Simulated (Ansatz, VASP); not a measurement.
## One calculation of GaSb, two programs

```xyz
2
Lattice="0.0000 2.9708 2.9708 2.9708 0.0000 2.9708 2.9708 2.9708 0.0000" Properties=species:S:1:pos:R:3 pbc="T T T"
Ga    0.0000    0.0000    0.0000
Sb    4.4562    4.4562    4.4562
```

Alike in both runs: task single point; functional PBE; k mesh 12 × 12 × 12; occupations gaussian, width 0.1 eV; no spin polarisation.

|  | VASP | Ansatz |
| --- | --- | --- |
| version | VASP 6.6.1 | Ansatz 0.2.0 |
| potentials or method | VASP PAW PBE potentials, release 64 (Ga_d, Sb), cutoff 520 eV | scalar-relativistic, plane waves, PAW |
| valence electrons in the cell | 18 | 28 |

```csv
,VASP,Ansatz,Ansatz less VASP
gap on the k mesh at the Fermi level (eV),0.60,0.60,+0.005
least direct gap on the mesh (eV),0.68,0.68,-0.005
pressure (GPa),8.4,8.3,-0.11
```

With one functional, cell and mesh, what is left measures potentials, basis and numerics. VASP's potentials hold 18 valence electrons a cell and Ansatz's 28, so a difference there can come from the potentials and not from the codes.

Spin-orbit coupling is off throughout.
